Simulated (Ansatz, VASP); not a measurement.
## TePd in VASP and in Ansatz

```xyz
2
Lattice="0.0000 2.3395 2.3395 2.3395 0.0000 2.3395 2.3395 2.3395 0.0000" Properties=species:S:1:pos:R:3 pbc="T T T"
Pd    0.0000    0.0000    0.0000
Te    1.1698    1.1698    1.1698
```

Change from the starting cell: volume scaled by 0.5, LAPW.

Alike in both runs: task single point; functional LDA; k mesh 12 × 12 × 12; occupations fermi-dirac, width 0.1 eV; no spin polarisation.

```csv
,VASP,Ansatz
version,VASP 6.6.1,Ansatz 0.2.0
potentials or method,"VASP PAW LDA potentials, release 64 (Pd, Te), cutoff 520 eV","all-electron LAPW, scalar-relativistic"
```

```tsv
	VASP	Ansatz	Ansatz less VASP
pressure (GPa)	325.3	330.7	+5.31
```

LDA's correlation is that of Perdew and Zunger in VASP and of Perdew and Wang (1992) in Ansatz. Both programs put the cell under a high pressure, so it lies far from rest at this level. Ansatz ran all-electron here, and VASP with PAW potentials.

Neither program's run includes spin-orbit coupling. Noted on VASP's run: the cell as given lies far from equilibrium.
